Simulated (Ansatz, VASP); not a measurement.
# Al in VASP and in Ansatz

INCAR

```
SYSTEM = Al
PREC = Accurate
ENCUT = 520
EDIFF = 1E-6
ISMEAR = 0
SIGMA = 0.1
LREAL = .FALSE.
LASPH = .TRUE.
NELM = 100
ALGO = Normal
ISIF = 2
LWAVE = .FALSE.
LCHARG = .FALSE.
GGA = PE
NBANDS = 14
```

Contents of KPOINTS:

```
regular mesh
0
G
  4 4 8
  0 0 0
```

File POSCAR:

```
Al
1.0
    6.0167631900      0.0000000000      0.0000000000
    0.0000000000      6.0167631900      0.0000000000
    0.0000000000      0.0000000000      2.4930007600
Al
4
Direct
    0.2070418300      0.5000000000      0.0000000000
    0.7929581700      0.5000000000      0.0000000000
    0.5000000000      0.2070418300      0.0000000000
    0.5000000000      0.7929581700      0.0000000000
```

Input for Ansatz:

```yaml
crystal:
  lattice:
    - [6.01676319, 0.0, 0.0]
    - [0.0, 6.01676319, 0.0]
    - [0.0, 0.0, 2.49300076]
  atoms:
    - { symbol: Al, position: [0.20704183, 0.5, 0.0] }
    - { symbol: Al, position: [0.79295817, 0.5, 0.0] }
    - { symbol: Al, position: [0.5, 0.20704183, 0.0] }
    - { symbol: Al, position: [0.5, 0.79295817, 0.0] }
basis:
  ecutwfc: 420
kpoints:
  mp_grid: { grid: [4, 4, 8] }
hamiltonian:
  xc: pbe
scf:
  occupations: { method: gaussian, width: 0.1 }
  lower_state_search: "off"
output:
  forces: true
  stress: true
  eigenvalues: true
```

Alike in both runs: task single point; functional PBE; k mesh 4 × 4 × 8; occupations gaussian, width 0.1 eV; no spin polarisation.

|  | VASP | Ansatz |
| --- | --- | --- |
| version | VASP 6.6.1 | Ansatz 0.2.0 |
| potentials or method | VASP PAW PBE potentials, release 64 (Al), cutoff 520 eV | scalar-relativistic, plane waves, PAW |
| valence electrons in the cell | 12 | 12 |

|  | VASP | Ansatz | Ansatz less VASP |
| --- | --- | --- | --- |
| gap on the k mesh at the Fermi level (eV) | none | none | - |
| pressure (GPa) | 12.2 | 12.2 | 0.00 |
| traceless stress, the component that is largest in VASP (GPa) | 6.65 | 6.61 | -0.041 |
| rms of the force components (eV/Å) | 0.140 | 0.139 | -0.0006 |

Atom by atom the forces differ by 0.001 eV/Å (rms over components). A gap of «none» marks a metal or a gap that the smearing closes.
